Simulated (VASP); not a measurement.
Crystal: Mg.

```
Mg
1.0
    -1.47650    1.47650    1.47650
     1.47650   -1.47650    1.47650
     1.47650    1.47650   -1.47650
Mg
1
Cartesian
  0.0000 0.0000 0.0000
```

This isn't the form of Mg at room conditions, which is hcp.

| Quantity | Value |
| --- | --- |
| Program | VASP 6.6.1 |
| Task | relaxation of cell and atoms |
| Functional | r2SCAN |
| Potentials or basis | VASP PAW PBE potentials, release 64 (Mg) |
| Cutoff | 600 eV |
| k mesh | 24 × 24 × 24 |
| Occupations | fermi-dirac, width 0.1 eV |
| Spin | no spin polarisation |

At the start: pressure 63.4 GPa; volume 12.88 Å³/atom.

Task: Where does the relaxation end?

Result: Over 21 steps the energy falls by 1195.6 meV/atom and the volume is 22.38 Å³/atom (+73.8 %); space group Im-3m (No. 229, to 0.1 Å) before and after.

Step by step:
```csv
step,energy change (eV),largest force (eV/Å),pressure (GPa),volume (Å³)
1,0.0000,0.0000,63.36,12.88
2,-1.1664,0.0000,-3.41,24.89
3,-1.1933,0.0000,1.21,21.74
4,-1.1956,0.0000,-0.15,22.46
5,-1.1955,0.0000,0.26,22.23
6,-1.1955,0.0000,0.26,22.23
7,-1.1955,0.0000,0.26,22.23
8,-1.1955,0.0000,0.26,22.23
9,-1.1955,0.0000,0.25,22.23
10,-1.1955,0.0000,0.25,22.23
11,-1.1955,0.0000,0.25,22.23
12,-1.1955,0.0000,0.25,22.23
13,-1.1955,0.0000,0.25,22.23
14,-1.1955,0.0000,0.25,22.23
15,-1.1955,0.0000,0.25,22.24
16,-1.1955,0.0000,0.24,22.24
17,-1.1955,0.0000,0.23,22.25
18,-1.1955,0.0000,0.20,22.26
19,-1.1956,0.0000,0.15,22.29
20,-1.1956,0.0000,0.05,22.35
21,-1.1956,0.0000,-0.01,22.38
```

Final structure:
```
Mg
1.0
    -1.77536    1.77536    1.77536
     1.77536   -1.77536    1.77536
     1.77536    1.77536   -1.77536
Mg
1
Direct
  0.00000 0.00000 0.00000
```

Caveat: the volume moved by over 15 % at a fixed basis, so the end points are rough; the PAW data sets were made with another functional, which shifts forces and pressure a little.
